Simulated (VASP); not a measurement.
Wanted: the native input for a VASP 6.6.1 run.

* Task: single point
* Functional: PBE
* Potentials or basis: VASP PAW PBE potentials, release 64 (Cr_pv, O)
* Cutoff: 600 eV
* k mesh: 19 × 19 × 19
* Occupations: fermi-dirac, width 0.0612256 eV
* Spin: no spin polarisation
* Dipole correction: no
* Further INCAR settings: ALGO = Normal; EDIFF = 1e-06; NBANDS = 22

The structure of Cr2O (antifluorite type) lies in POSCAR:

```
Cr2O
1.0
    0.0000000000      2.5268422562      2.5268422562
    2.5268422562      0.0000000000      2.5268422562
    2.5268422562      2.5268422562      0.0000000000
Cr O
2 1
Direct
    0.2500000000      0.2500000000      0.2500000000
    0.7500000000      0.7500000000      0.7500000000
    0.0000000000      0.0000000000      0.0000000000
```

One way to write it, as run:

INCAR

```
ALGO = Normal ; EDIFF = 1E-6
ENCUT = 600 ; GGA = PE
GGA_COMPAT = False ; ISIF = 2
ISMEAR = -1 ; LASPH = True
LCHARG = True ; LELF = True
LREAL = False ; LVHAR = True
LWAVE = False ; NBANDS = 22
NELM = 120 ; PREC = Accurate
SIGMA = 0.06122561905347299
```

KPOINTS

```
k-points
0
Gamma
  19 19 19
```

Potentials or basis: VASP PAW PBE potentials, release 64 (Cr_pv, O).

The run is started by

```console
$ cat potpaw_PBE.64/Cr_pv/POTCAR potpaw_PBE.64/O/POTCAR > POTCAR
$ mpirun -np 1 vasp_std > vasp.out
```

Results of the run:

The pressure is -10.4 GPa and the band gap on the k mesh is zero (bands 15 and 16 overlap by 0.95 eV).

Caveat: the cell stands under tension; the run has no spin polarisation, though such a crystal can be magnetic.

It took 100 s on 1 thread of Intel(R) Xeon(R) 6975P-C (Granite Rapids) (shared host), peak memory 0.29 GiB.
